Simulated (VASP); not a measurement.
# Zn12O (a cell with a defect) in VASP: a series of runs

Zn12O (a cell with a defect) is run at these levels: PBEsol; tasks: single point.

Program: VASP 6.6.1. These are calculated values, not measurements. Logs are shortened: lines on timing, memory, paths and dates and some standing lists are left out, and cuts for length are marked.

## 1. The cell of the first run

The cell holds a defect, 13 atoms: a = 5.320 Å, b = 7.980 Å, c = 4.937 Å, α = 90.00°, β = 90.00°, γ = 120.00°.

## 2. Single point, PBEsol

Input file INCAR:

```
SYSTEM = Zn12O
ALGO = Normal ; EDIFF = 1E-7
ENCUT = 520 ; GGA = PS
ISIF = 2 ; ISMEAR = 0
LASPH = .True. ; LCHARG = .True.
LELF = .True. ; LREAL = .False.
LVHAR = .True. ; LWAVE = .False.
NBANDS = 87 ; NELM = 80
PREC = Accurate ; SIGMA = 0.15
```

Input file KPOINTS:

```
k-points
0
Gamma
  5 3 4
  0 0 0
```

Input file POSCAR:

```
Zn12O
1.0
    5.3200000000      0.0000000000      0.0000000000
   -3.9900000000      6.9108830000      0.0000000000
    0.0000000000      0.0000000000      4.9369600000
Zn O
12 1
Direct
    0.0043619703      0.0029279905      0.0057893927
    0.1679607761      0.2217256463      0.5127327343
    0.0051017624      0.3405742797      0.0395419448
    0.0985972984      0.5312788539      0.5509783348
    0.0233922598      0.6801169981      0.0069419238
    0.1590466707      0.8850692451      0.5119903746
    0.5064147742      0.0052577941      0.0058511716
    0.6450389531      0.2122597069      0.5178934000
    0.4935448698      0.3291954154     -0.0332054544
    0.6715352818      0.5283588219      0.3947064590
    0.5127820794      0.6720633239     -0.0160199799
    0.6977353168      0.9296856856      0.4700435086
    0.5113160795      0.6656129181      0.5744786265
```

Potentials or basis: VASP PAW PBE potentials, release 64 (Zn, O).

Command:

```bash
$ cat potpaw_PBE.64/Zn/POTCAR potpaw_PBE.64/O/POTCAR > POTCAR
$ mpirun -np 1 vasp_std > vasp.out
```

OUTCAR:

```text
SYSTEM = Zn12O
   EDIFF = 1E-7
   ENCUT = 520
   GGA = PS
   ISIF = 2
   ISMEAR = 0
   LASPH = .True.
   LREAL = .False.
   NELM = 80
   PREC = Accurate

 ion  position               nearest neighbor table
   1  0.004  0.003  0.006-   9 2.61   5 2.63  11 2.63   7 2.66   7 2.66   3 2.70  12 2.70   2 2.87
                             6 2.88   2 2.92   6 2.93  12 3.01
   2  0.168  0.222  0.513-  12 2.43   8 2.58  10 2.64   6 2.66   4 2.68   9 2.70   8 2.75   3 2.82
                             1 2.87   1 2.92   3 3.04
   3  0.005  0.341  0.040-   5 2.67   9 2.67   7 2.67  11 2.69   1 2.70   9 2.70   4 2.76   2 2.82
                             4 2.86   8 2.89   2 3.04
   4  0.099  0.531  0.551-  13 1.91  10 2.39   8 2.49   5 2.67   2 2.68   6 2.68   3 2.76   3 2.86
                            11 2.87   5 3.04
   5  0.023  0.680  0.007-  10 2.52   7 2.58   1 2.63  11 2.64   4 2.67   3 2.67  11 2.69   9 2.82
                             6 2.83   6 2.87   4 3.04
   6  0.159  0.885  0.512-   8 2.60  12 2.66   2 2.66   4 2.68  12 2.71  10 2.79   5 2.83   5 2.87
                             1 2.88   7 2.92   1 2.93   7 2.97
   7  0.506  0.005  0.006-   5 2.58   9 2.63   1 2.66   1 2.66   3 2.67  11 2.68  12 2.70   8 2.80
                             8 2.91   6 2.92   6 2.97  12 3.00
   8  0.645  0.212  0.518-  12 2.42   4 2.49  10 2.53   2 2.58   6 2.60   9 2.68   2 2.75   7 2.80
                             3 2.89   7 2.91
   9  0.494  0.329  0.967-  10 2.53   1 2.61   7 2.63   3 2.67   8 2.68  11 2.69   2 2.70   3 2.70
                             5 2.82
  10  0.672  0.528  0.395-  13 1.91   4 2.39   5 2.52   9 2.53   8 2.53   2 2.64  11 2.67   6 2.79

  11  0.513  0.672  0.984-  13 2.02   1 2.63   5 2.64  10 2.67   7 2.68   5 2.69   3 2.69   9 2.69
                             4 2.87  12 2.99
  12  0.698  0.930  0.470-  13 1.90   8 2.42   2 2.43   6 2.66   7 2.70   1 2.70   6 2.71  11 2.99
                             7 3.00   1 3.01
  13  0.511  0.666  0.574-  12 1.90   4 1.91  10 1.91  11 2.02

  LATTYP: Found a simple monoclinic cell.
 ALAT       =     5.3200000000
 B/A-ratio  =     0.9280000000
 C/A-ratio  =     1.3228757068
 COS(beta)  =    -0.1889822292

  Lattice vectors:

 A1 = (   5.3200000000,   0.0000000000,   0.0000000000)
 A2 = (   0.0000000000,   0.0000000000,   4.9369600000)
 A3 = (  -1.3300000000,  -6.9108830000,   0.0000000000)

Analysis of symmetry for initial positions (statically):
=====================================================================
 Subroutine PRICEL returns:
 Original cell was already a primitive cell.

 Routine SETGRP: Setting up the symmetry group for a
 simple monoclinic supercell.

 Subroutine GETGRP returns: Found  1 space group operations
 (whereof  1 operations were pure point group operations)
 out of a pool of  4 trial point group operations.

The static configuration has the point symmetry C_1 .

Analysis of symmetry for dynamics (positions and initial velocities):
=====================================================================
 Subroutine PRICEL returns:
 Original cell was already a primitive cell.

 Routine SETGRP: Setting up the symmetry group for a
 simple monoclinic supercell.

 Subroutine GETGRP returns: Found  1 space group operations
 (whereof  1 operations were pure point group operations)
 out of a pool of  4 trial point group operations.

The dynamic configuration has the point symmetry C_1 .

 Subroutine INISYM returns: Found  1 space group operations
 (whereof  1 operations are pure point group operations),
 and found     1 'primitive' translations

----------------------------------------------------------------------------------------

                                     Primitive cell

  volume of cell :     181.5118

  direct lattice vectors                    reciprocal lattice vectors
     5.320000000  0.000000000  0.000000000     0.187969925  0.108524482  0.000000000
    -3.990000000  6.910883000  0.000000000     0.000000000  0.144699310  0.000000000
     0.000000000  0.000000000  4.936960000     0.000000000  0.000000000  0.202553798

  length of vectors
     5.320000000  7.980000241  4.936960000     0.217048971  0.144699310  0.202553798

  position of ions in fractional coordinates (direct lattice)
     0.004361970  0.002927990  0.005789393
     0.167960776  0.221725646  0.512732734
     0.005101762  0.340574280  0.039541945
     0.098597298  0.531278854  0.550978335
     0.023392260  0.680116998  0.006941924
     0.159046671  0.885069245  0.511990375
     0.506414774  0.005257794  0.005851172
     0.645038953  0.212259707  0.517893400
     0.493544870  0.329195415  0.966794546
     0.671535282  0.528358822  0.394706459
     0.512782079  0.672063324  0.983980020
     0.697735317  0.929685686  0.470043509
     0.511316079  0.665612918  0.574478627

  ion indices of the primitive-cell ions
   primitive index   ion index
                 1           1
                 2           2
                 3           3
                 4           4
                 5           5
                 6           6
                 7           7
                 8           8
                 9           9
                10          10
                11          11
                12          12
                13          13

----------------------------------------------------------------------------------------

 KPOINTS: k-points

Automatic generation of k-mesh.
 Grid dimensions read from file:
 generate k-points for:    5    3    4

 Generating k-lattice:

  Cartesian coordinates                     Fractional coordinates (reciprocal lattice)
     0.037593985  0.021704896  0.000000000     0.200000000  0.000000000  0.000000000
     0.000000000  0.048233103  0.000000000     0.000000000  0.333333333  0.000000000
     0.000000000  0.000000000  0.050638450     0.000000000  0.000000000  0.250000000

  Length of vectors
     0.043409794  0.048233103  0.050638450

  Shift w.r.t. Gamma in fractional coordinates (k-lattice)
     0.000000000  0.000000000  0.000000000

 Subroutine IBZKPT returns following result:
 ===========================================

 Found     31 irreducible k-points:

 Following reciprocal coordinates:
            Coordinates               Weight
  0.000000  0.000000  0.000000      1.000000
  0.200000  0.000000  0.000000      2.000000
  0.400000  0.000000  0.000000      2.000000
  0.000000  0.333333  0.000000      2.000000
  0.200000  0.333333  0.000000      2.000000
  0.400000  0.333333  0.000000      2.000000
[... 16 lines left out ...]
  0.200000 -0.333333  0.250000      2.000000
  0.000000  0.000000  0.500000      1.000000
 [... further k-points ...]
   k-points           NKPTS =     31   k-points in BZ     NKDIM =     31   number of bands    NBANDS=     87
   number of dos      NEDOS =    301   number of ions     NIONS =     13
   total plane-waves  NPLWV =  96000
   dimension x,y,z NGX =    40 NGY =   60 NGZ =   40
   dimension x,y,z NGXF=    80 NGYF=  120 NGZF=   80
   ions per type =              12   1
   NGX,Y,Z   is equivalent  to a cutoff of  12.50, 12.50, 13.47 a.u.
   NGXF,Y,Z  is equivalent  to a cutoff of  25.00, 25.00, 26.94 a.u.
 SYSTEM =  Zn12O
   PREC   = accura    normal or accurate (medium, high low for compatibility)
   ISTART =      0    job   : 0-new  1-cont  2-samecut
   ICHARG =      2    charge: 1-file 2-atom 10-const
   ISPIN  =      1    spin polarized calculation?
   LNONCOLLINEAR =      F non collinear calculations
   LSORBIT =      F    spin-orbit coupling
   LASPH  =      T    aspherical Exc in radial PAW
   ENCUT  =  520.0 eV  38.22 Ry    6.18 a.u.   9.89 14.84  9.18*2*pi/ulx,y,z
   NELM   =     80;   NELMIN=  2; NELMDL= -5     # of ELM steps
   EDIFF  = 0.1E-06   stopping-criterion for ELM
   LREAL  =      F    real-space projection
   EDIFFG = 0.1E-05   stopping-criterion for IOM
   NSW    =      0    number of steps for IOM
   IBRION =     -1    ionic relax: 0-MD 1-quasi-New 2-CG
   NFREE  =      0    steps in history (QN), initial steepest desc. (CG)
   ISIF   =      2    stress and relaxation
   ISYM   =      2    0-nonsym 1-usesym 2-fastsym
   POTIM  = 0.5000    time-step for ionic-motion
   TEBEG  =    0.0;   TEEND  =   0.0 temperature during run
   PSTRESS=    0.0 pullay stress
   NELECT =     150.0000    total number of electrons
   NUPDOWN=      -1.0000    fix difference up-down
   EMIN   =  10.00;   EMAX   =-10.00  energy-range for DOS
   EFERMI =   0.00;   METHOD = LEGACY
   ISMEAR =     0;   SIGMA  =   0.15  broadening in eV -4-tet -1-fermi 0-gaus
   EFERMI_NEDOS =   21; number of points for ismear=-14 and -15
   IALGO  =     38    algorithm
   IMIX   =      4    mixing-type and parameters
     AMIX     =   0.40;   BMIX     =  1.00
     AMIX_MAG =   1.60;   BMIX_MAG =  1.00
  volume/ion in A,a.u.               =      13.96        94.22
  Fermi-wavevector in a.u.,A,eV,Ry     =   1.536280  2.903148 32.111867  2.360156
  Thomas-Fermi vector in A             =   2.642951
   LORBIT       =      0    0 simple, 1 ext, 2 COOP (PROOUT), +10 PAW based schemes
   GGA     = PS    functional components
   LHFCALC =     F    Hartree Fock is set to
   AEXX    =    0.0000 exact exchange contribution
   IVDW    =     0    specifies the selected vdW correction
   LEPSILON=     F    determine dielectric tensor
   LRPA    =     F    only Hartree local field effects (RPA)
 non-spin polarized calculation
 Gauss-broadening in eV      SIGMA  =   0.15
  energy-cutoff  :      520.00
  volume of cell :      181.51
 maximum number of plane-waves:      4908
   NGX = 19   NGY = 29   NGZ = 19

 number of electron     149.9999996 magnetization

 Free energy of the ion-electron system (eV)
  ---------------------------------------------------
  ext. energy  EPLUGINS =         0.00000000
  ---------------------------------------------------
  free energy    TOTEN  =       -25.75871980 eV

  energy without entropy =      -25.73214562  energy(sigma->0) =      -25.74543271

 E-fermi :   3.2613     XC(G=0): -11.9209

 val. band max:        3.2564461599   @ k =  -0.2000  -0.0000   0.2500
 cond. band min:       3.3179697732   @ k =   0.0000   0.0000   0.0000
 fundamental gap:      0.0615236133
 Fermi energy:         3.2613050910

 k-point     1 :       0.0000    0.0000    0.0000
  band No.  band energies     occupation
      1     -16.4249      2.00000
      2      -7.0416      2.00000
      3      -5.6130      2.00000
      4      -5.4047      2.00000
      5      -5.3633      2.00000
      6      -5.2026      2.00000
[... 79 lines left out ...]
     86       7.7287      0.00000
     87       8.3018      0.00000

 k-point     2 :       0.2000    0.0000    0.0000
  band No.  band energies     occupation
      1     -16.4212      2.00000
      2      -6.8364      2.00000
      3      -5.6101      2.00000
      4      -5.4659      2.00000
      5      -5.2845      2.00000
      6      -5.1841      2.00000
[... 1969 lines left out ...]
     86       8.8119      0.00000
     87       9.1836      0.00000

 k-point    24 :       0.0000    0.0000    0.5000
  band No.  band energies     occupation
      1     -16.3977      2.00000
      2      -6.2046      2.00000
      3      -5.7805      2.00000
      4      -5.5975      2.00000
      5      -5.4066      2.00000
      6      -5.2388      2.00000
[... 79 lines left out ...]
     86       8.3840      0.00000
     87       9.1864      0.00000

 [... further k-points ...]

------------------------ aborting loop because EDIFF is reached ----------------------------------------

  FORCE on cell =-STRESS in cart. coord.  units (eV):
  Direction    XX          YY          ZZ          XY          YZ          ZX
  --------------------------------------------------------------------------------------
  -------------------------------------------------------------------------------------
  Total        4.6139837      4.1332351     -1.1258714      0.9740004      0.2950426      0.2564142
  in kB       40.7269470     36.4834510     -9.9378991      8.5973567      2.6042969      2.2633297
  external PRESSURE =      22.4241663 kB  Pullay stress =       0.0000000 kB

 VOLUME and BASIS-vectors are now :
 -----------------------------------------------------------------------------
  energy-cutoff  :      520.00
  volume of cell :      181.51
      direct lattice vectors                 reciprocal lattice vectors
     5.320000000  0.000000000  0.000000000     0.187969925  0.108524482  0.000000000
    -3.990000000  6.910883000  0.000000000     0.000000000  0.144699310  0.000000000
     0.000000000  0.000000000  4.936960000     0.000000000  0.000000000  0.202553798

 POSITION                                       TOTAL-FORCE (eV/Angst)
 -----------------------------------------------------------------------------------
      0.01152      0.02023      0.02858         0.006939     -0.004953     -0.015225
      0.00887      1.53232      2.53134        -0.015393      0.016231      0.047947
     -1.33175      2.35367      0.19522         0.011899      0.006081     -0.020374
     -1.59526      3.67161      2.72016        -0.094085     -0.021766     -0.070570
     -2.58922      4.70021      0.03427         0.037523     -0.005915      0.036071
     -2.68530      6.11661      2.52768         0.017829     -0.007541      0.020635
      2.67315      0.03634      0.02889         0.016898     -0.008330     -0.011087
      2.58469      1.46690      2.55682        -0.004689      0.010768      0.012548
      1.31217      2.27503      4.77303         0.021187     -0.004942      0.007172
      1.46442      3.65143      1.94865         0.005661     -0.050929     -0.053594
      0.04647      4.64455      4.85787         0.003025      0.006243     -0.001074
      0.00251      6.42495      2.32059        -0.045731      0.062402     -0.121711
      0.06441      4.59997      2.83618         0.038936      0.002650      0.169261
 -----------------------------------------------------------------------------------
    total drift:                                0.000082      0.000011     -0.000322

  FREE ENERGIE OF THE ION-ELECTRON SYSTEM (eV)
  ---------------------------------------------------
  free  energy   TOTEN  =       -25.7587197952 eV

  energy  without entropy=      -25.7321456224  energy(sigma->0) =      -25.74543271
```

Run time: 14 min. Hardware: 1 thread of AMD EPYC 7R43 (Zen 3), shared host; peak memory 0.47 GiB.

What came out:

```
Free energy            : -25.7587 eV
Pressure               : 2.2 GPa
Largest force          : 0.174 eV/Å
Band gap on the k mesh : zero (bands 75 and 76 overlap by 0.84 eV)
```

Forces on the atoms (eV/Å):
```
Zn   0.007 -0.005 -0.015
Zn  -0.015  0.016  0.048
Zn   0.012  0.006 -0.020
Zn  -0.094 -0.022 -0.071
Zn   0.038 -0.006  0.036
Zn   0.018 -0.008  0.021
Zn   0.017 -0.008 -0.011
Zn  -0.005  0.011  0.013
Zn   0.021 -0.005  0.007
Zn   0.006 -0.051 -0.054
Zn   0.003  0.006 -0.001
Zn  -0.046  0.062 -0.122
O    0.039  0.003  0.169
```

Stress tensor (GPa, compression positive):
```
 4.07  0.86  0.23
 0.86  3.65  0.26
 0.23  0.26 -0.99
```

Caveat: the PAW data sets were made with another functional, which shifts forces and pressure a little.

## 3. Single point, PBEsol

Input file INCAR:

```
PREC     = Accurate       # precision mode
ENCUT    = 520            # plane-wave cutoff, eV
EDIFF    = 1E-7           # SCF threshold, eV
ISMEAR   = 0              # smearing method
SIGMA    = 0.15           # smearing width, eV
LREAL    = F              # projectors in reciprocal space
LASPH    = T              # aspherical terms in the spheres
NELM     = 100            # most SCF steps
ALGO     = Normal         # electronic algorithm
ISIF     = 2              # what is computed and relaxed
LWAVE    = F              # write WAVECAR
LCHARG   = F              # write CHGCAR
GGA      = PS             # functional
NBANDS   = 87             # bands
```

Input file KPOINTS:

```
regular mesh
0
Gamma
  5 3 4
```

Input file POSCAR:

```
Zn12O
1.0
    5.3200000000      0.0000000000      0.0000000000
   -3.9900000000      6.9108830000      0.0000000000
    0.0000000000      0.0000000000      4.9369600000
Zn O
12 1
Direct
    0.0005280050      0.0055325781      0.0053630169
    0.1772385499      0.2200406229      0.4702357321
   -0.0098607221      0.3361202903      0.0442622586
    0.1195036258      0.5189306489      0.5949154946
   -0.0007629716      0.6830533812     -0.0314993437
    0.1656445571      0.8835273293      0.4839318123
    0.4982140968      0.0073724298     -0.0010030464
    0.6485024523      0.2090052747      0.4987994636
    0.4915599364      0.3388756545     -0.0490791904
    0.7092169325      0.5329829777      0.4144678102
    0.4929010548      0.6747430104      0.0188040819
    0.7069908598      0.9280010962      0.5484129910
    0.4931558710      0.6663419132      0.4316324216
```

Potentials or basis: VASP PAW PBE potentials, release 64 (Zn, O).

Command:

```bash
$ cat potpaw_PBE.64/Zn/POTCAR potpaw_PBE.64/O/POTCAR > POTCAR
$ mpirun -np 1 vasp_std > vasp.out
```

Run time: 24 min. Hardware: 1 thread of Intel Xeon 8259CL, shared host; peak memory 0.51 GiB.

It converged, with:

| Quantity | Value |
| --- | --- |
| Free energy | -25.7930 eV |
| Pressure | 2.1 GPa |
| Largest force | 0.268 eV/Å |
| Band gap on the k mesh | zero (bands 75 and 76 overlap by 0.90 eV) |

Forces in eV/Å, atoms in the order of the input:
```
Zn  -0.003  0.008  0.008
Zn   0.017 -0.003 -0.032
Zn  -0.022 -0.016  0.010
Zn   0.064 -0.037  0.090
Zn  -0.067 -0.021 -0.048
Zn   0.031  0.000 -0.040
Zn  -0.034  0.002 -0.016
Zn   0.040 -0.011 -0.013
Zn  -0.012  0.057 -0.004
Zn   0.108 -0.015  0.121
Zn  -0.051  0.001  0.013
Zn   0.023 -0.008  0.157
O   -0.093  0.042 -0.248
```

Stress tensor (GPa, compression positive):
```
 3.65 -0.25  0.28
-0.25  3.51 -0.12
 0.28 -0.12 -0.97
```

Levels at points of the mesh, in eV from the Fermi level:
```csv
k point,band 71,band 72,band 73,band 74,band 75,band 76,band 77,band 78,band 79,band 80
"(0.00, 0.00, 0.00)",-2.61,-1.80,-1.62,-0.60,-0.03,0.39,0.52,1.03,1.52,2.36
"(0.00, 0.00, 0.50)",-2.63,-2.45,-2.06,-1.83,-1.60,0.34,0.74,1.72,2.27,2.61
```

Caveat: the PAW data sets were made with another functional, which shifts forces and pressure a little.

The gap in the log of VASP goes by the Fermi energy; the results here count the filled bands.